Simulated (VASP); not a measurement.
# AlNi (P4/mmm) in VASP: elastic constants with PBEsol

Aim: the elastic constants of AlNi with PBEsol.

Program: VASP 6.6.1. These are calculated values, not measurements. Logs are shortened: lines on timing, memory, paths and dates and some standing lists are left out, and cuts for length are marked.

## (1) The cell of the first run

The typed cell holds 2 atoms: a = 2.813 Å, b = 2.813 Å, c = 2.816 Å, α = 90.00°, β = 90.00°, γ = 90.00°.

## (2) Elastic constants, PBEsol

The input, INCAR:

```
SYSTEM = AlNi
PREC = Accurate
ENCUT = 600
EDIFF = 1E-8
ISMEAR = -1
SIGMA = 0.15
LREAL = .FALSE.
LASPH = .TRUE.
NELM = 80
ALGO = Fast
ISIF = 3
LWAVE = .FALSE.
LCHARG = .FALSE.
GGA = PS
IBRION = 6
NFREE = 2
POTIM = 0.015
NSW = 1
```

The input, KPOINTS:

```
regular mesh
0
G
  16 16 14
  0 0 0
```

The input, POSCAR:

```
AlNi
1.0
    1.9893668188     -1.9893668188      0.0000000000
    1.9893668188      1.9893668188      0.0000000000
    0.0000000000      0.0000000000      2.8158589668
Al Ni
1 1
Direct
    0.0000000000      0.0000000000      0.0000000000
    0.5000000000      0.5000000000      0.5000000000
```

Potentials or basis: VASP PAW PBE potentials, release 64 (Al, Ni).

Run with:

```
> cat potpaw_PBE.64/Al/POTCAR potpaw_PBE.64/Ni/POTCAR > POTCAR
> mpirun -np 1 vasp_std > vasp.out
```

OUTCAR:

```text
SYSTEM = AlNi
   PREC = Accurate
   ENCUT = 600
   EDIFF = 1E-8
   ISMEAR = -1
   LREAL = .FALSE.
   LASPH = .TRUE.
   NELM = 80
   ISIF = 3
   GGA = PS
   IBRION = 6
   NFREE = 2
   POTIM = 0.015
   NSW = 1

 ion  position               nearest neighbor table
   1  0.000  0.000  0.000-   2 2.44   2 2.44   2 2.44   2 2.44   2 2.44   2 2.44   2 2.44   2 2.44

   2  0.500  0.500  0.500-   1 2.44   1 2.44   1 2.44   1 2.44   1 2.44   1 2.44   1 2.44   1 2.44

  LATTYP: Found a simple tetragonal cell.
 ALAT       =     2.8133895357
 C/A-ratio  =     1.0008777423

  Lattice vectors:

 A1 = (   1.9893668188,  -1.9893668188,   0.0000000000)
 A2 = (   1.9893668188,   1.9893668188,   0.0000000000)
 A3 = (   0.0000000000,   0.0000000000,   2.8158589668)

Analysis of symmetry for initial positions (statically):
=====================================================================
 Subroutine PRICEL returns:
 Original cell was already a primitive cell.

 Routine SETGRP: Setting up the symmetry group for a
 simple tetragonal supercell.

 Subroutine GETGRP returns: Found 16 space group operations
 (whereof 16 operations were pure point group operations)
 out of a pool of 16 trial point group operations.

The static configuration has the point symmetry D_4h.

Analysis of symmetry for dynamics (positions and initial velocities):
=====================================================================
 Subroutine PRICEL returns:
 Original cell was already a primitive cell.

 Routine SETGRP: Setting up the symmetry group for a
 simple tetragonal supercell.

 Subroutine GETGRP returns: Found 16 space group operations
 (whereof 16 operations were pure point group operations)
 out of a pool of 16 trial point group operations.

The dynamic configuration has the point symmetry D_4h.

 Subroutine INISYM returns: Found 16 space group operations
 (whereof 16 operations are pure point group operations),
 and found     1 'primitive' translations

----------------------------------------------------------------------------------------

                                     Primitive cell

  volume of cell :      22.2880

  direct lattice vectors                    reciprocal lattice vectors
     1.989366819 -1.989366819  0.000000000     0.251336252 -0.251336252  0.000000000
     1.989366819  1.989366819  0.000000000     0.251336252  0.251336252  0.000000000
     0.000000000  0.000000000  2.815858967     0.000000000  0.000000000  0.355131422

  length of vectors
     2.813389536  2.813389536  2.815858967     0.355443136  0.355443136  0.355131422

  position of ions in fractional coordinates (direct lattice)
     0.000000000  0.000000000  0.000000000
     0.500000000  0.500000000  0.500000000

  ion indices of the primitive-cell ions
   primitive index   ion index
                 1           1
                 2           2

----------------------------------------------------------------------------------------

 KPOINTS: regular mesh

Automatic generation of k-mesh.
 Grid dimensions read from file:
 generate k-points for:   16   16   14

 Generating k-lattice:
[... 107 lines left out ...]
  ---------------------------------------------------
  ext. energy  EPLUGINS =         0.00000000
  ---------------------------------------------------
  free energy    TOTEN  =       -11.58060523 eV

  energy without entropy =      -11.52163719  energy(sigma->0) =      -11.55112121

------------------------ aborting loop because EDIFF is reached ----------------------------------------

  FORCE on cell =-STRESS in cart. coord.  units (eV):
  Direction    XX          YY          ZZ          XY          YZ          ZX
  --------------------------------------------------------------------------------------
  -------------------------------------------------------------------------------------
  Total        1.4018198      1.4018198      1.4027724      0.0000000      0.0000000      0.0000000
  in kB      100.7702069    100.7702069    100.8386789      0.0000000      0.0000000      0.0000000
  external PRESSURE =     100.7930309 kB  Pullay stress =       0.0000000 kB
[... 89 lines left out ...]
  FREE ENERGIE OF THE ION-ELECTRON SYSTEM (eV)
  ---------------------------------------------------
  free  energy   TOTEN  =       -11.5534569149 eV

  energy  without entropy=      -11.4954717315  energy(sigma->0) =      -11.52446432

[... ionic steps 4 to 18 ...]

--------------------------------------- Ionic step       19  -------------------------------------------

 number of electron      12.9999993 magnetization

------------------------ aborting loop because EDIFF is reached ----------------------------------------
[... 67 lines left out ...]
--------------------------------------- Ionic step       21  -------------------------------------------

 number of electron      12.9999993 magnetization

 Free energy of the ion-electron system (eV)
  ---------------------------------------------------
  ext. energy  EPLUGINS =         0.00000000
  ---------------------------------------------------
  free energy    TOTEN  =       -11.57975218 eV

  energy without entropy =      -11.52078759  energy(sigma->0) =      -11.55026988

 E-fermi :  10.8730     XC(G=0): -12.5126

 val. band max:       10.8637254559   @ k =   0.3750   0.1250   0.2857
 cond. band min:      10.8891297611   @ k =   0.1875   0.1250   0.3571
 fundamental gap:      0.0254043053
 Fermi energy:        10.8729598828

 k-point     1 :       0.0000    0.0000    0.0000
  band No.  band energies     occupation
      1      -0.8019      2.00000
      2       7.2522      2.00000
      3       7.2523      2.00000
      4       9.1484      1.99998
      5       9.1484      1.99998
      6       9.1504      1.99998
      7      16.6360      0.00000
      8      16.6692      0.00000
      9      16.6692      0.00000
     10      19.2285      0.00000
[... 287 lines left out ...]
 k-point    24 :       0.5000    0.1250    0.0000
  band No.  band energies     occupation
      1       3.8451      2.00000
      2       3.9609      2.00000
      3       7.8486      2.00000
      4       8.3062      2.00000
      5       8.3998      2.00000
      6       9.1352      1.99998
      7      10.1491      1.98409
      8      18.0599      0.00000
      9      19.0709      0.00000
     10      21.6456      0.00000

 [... further k-points ...]
[... 5 lines left out ...]
  --------------------------------------------------------------------------------------
  -------------------------------------------------------------------------------------
  Total        1.4030026      1.4030026      1.4012834      0.0000000      0.0000000      0.0000000
  in kB      100.8552333    100.8552333    100.7316479      0.0000000      0.0000000      0.0000000
  external PRESSURE =     100.8140382 kB  Pullay stress =       0.0000000 kB
[... 17 lines left out ...]
  FREE ENERGIE OF THE ION-ELECTRON SYSTEM (eV)
  ---------------------------------------------------
  free  energy   TOTEN  =       -11.5797521789 eV

  energy  without entropy=      -11.5207875903  energy(sigma->0) =      -11.55026988

 INTERNAL STRAIN TENSORS FROM STRAINED CELLS
 ============================================

 INTERNAL STRAIN TENSOR FOR ION    1 for displacements in x,y,z  (eV/Angst):
          X           Y           Z          XY          YZ          ZX
  --------------------------------------------------------------------------------
  x    -0.00000     0.00000    -0.00000    -0.00000     0.00000    -0.00000
  y     0.00000     0.00000    -0.00000     0.00000    -0.00000     0.00000
  z     0.00000     0.00000     0.00000     0.00000     0.00000     0.00000

 INTERNAL STRAIN TENSORS FROM DISPLACED ATOMS
 ============================================

 INTERNAL STRAIN TENSOR FOR ION    1 for displacements in x,y,z  (eV/Angst):
          X           Y           Z          XY          YZ          ZX
  --------------------------------------------------------------------------------
  x     0.00000     0.00000     0.00000     0.00000     0.00000     0.00000
  y     0.00000     0.00000     0.00000     0.00000     0.00000     0.00000
  z     0.00000     0.00000     0.00000     0.00000     0.00000     0.00000

 INTERNAL STRAIN TENSOR FOR ION    2 for displacements in x,y,z  (eV/Angst):
          X           Y           Z          XY          YZ          ZX
  --------------------------------------------------------------------------------
  x     0.00000     0.00000     0.00000     0.00000     0.00000     0.00000
  y     0.00000     0.00000     0.00000     0.00000     0.00000     0.00000
  z     0.00000     0.00000     0.00000     0.00000     0.00000     0.00000

 Eigenvectors and eigenvalues of the dynamical matrix
 ----------------------------------------------------

   1 f  =   10.023486 THz    62.979421 2PiTHz  334.347508 cm-1    41.453789 meV
             X         Y         Z           dx          dy          dz
      0.000000  0.000000  0.000000     0.000000   -0.000000    0.827844
      1.989367  0.000000  1.407929    -0.000000    0.000000   -0.560958
[... 21 lines left out ...]
   6 f/i=    0.002848 THz     0.017892 2PiTHz    0.094986 cm-1     0.011777 meV
             X         Y         Z           dx          dy          dz
      0.000000  0.000000  0.000000    -0.000000    0.000000   -0.560958
      1.989367  0.000000  1.407929    -0.000000    0.000000   -0.827844

--------------------------------------------------------------------------------------------------------

 ELASTIC MODULI CONTR FROM IONIC RELAXATION (kBar)
 Direction    XX          YY          ZZ          XY          YZ          ZX
 --------------------------------------------------------------------------------
 XX           0.0000      0.0000      0.0000      0.0000      0.0000      0.0000
 YY           0.0000      0.0000      0.0000      0.0000      0.0000      0.0000
 ZZ           0.0000      0.0000      0.0000      0.0000      0.0000      0.0000
 XY           0.0000      0.0000      0.0000      0.0000      0.0000      0.0000
 YZ           0.0000      0.0000      0.0000      0.0000      0.0000      0.0000
 ZX           0.0000      0.0000      0.0000      0.0000      0.0000      0.0000
 --------------------------------------------------------------------------------

 TOTAL ELASTIC MODULI (kBar)
 Direction    XX          YY          ZZ          XY          YZ          ZX
 --------------------------------------------------------------------------------
 XX        3718.2255    689.0494   1744.2355      0.0000     -0.0000     -0.0000
 YY         689.0494   3718.2255   1744.2355      0.0000      0.0000      0.0000
 ZZ        1744.2355   1744.2355   2657.0541      0.0000      0.0000      0.0000
 XY           0.0000      0.0000      0.0000    460.6149      0.0000      0.0000
 YZ          -0.0000      0.0000      0.0000      0.0000   1511.1986      0.0000
 ZX          -0.0000      0.0000      0.0000      0.0000      0.0000   1511.1986
 --------------------------------------------------------------------------------
```

Wall time 39 min (1 thread of Oxide Virtual Turin-like, shared host); peak memory 0.61 GiB.

Results:

| Quantity | Value |
| --- | --- |
| Voigt bulk modulus | 205 GPa |
| Highest phonon frequency at Γ | 334 cm⁻¹ |

Phonon frequencies in cm⁻¹ (negative: imaginary):
| q point | frequencies |
| --- | --- |
| (0.000, 0.000, 0.000) | 0 0 0 334 334 334 |

Elastic tensor in Voigt notation (GPa, in the Cartesian axes of the cell as first typed):
```
372  69 174   0   0   0
 69 372 174   0   0   0
174 174 266   0   0   0
  0   0   0 151   0   0
  0   0   0   0 151   0
  0   0   0   0   0  46
```

Clamped-ion elastic tensor (GPa):
```
372  69 174   0   0   0
 69 372 174   0   0   0
174 174 266   0   0   0
  0   0   0 151   0   0
  0   0   0   0 151   0
  0   0   0   0   0  46
```

Caveat: the cell is under stress, which shifts elastic constants; the PAW data sets were made with another functional, which shifts forces and pressure a little.
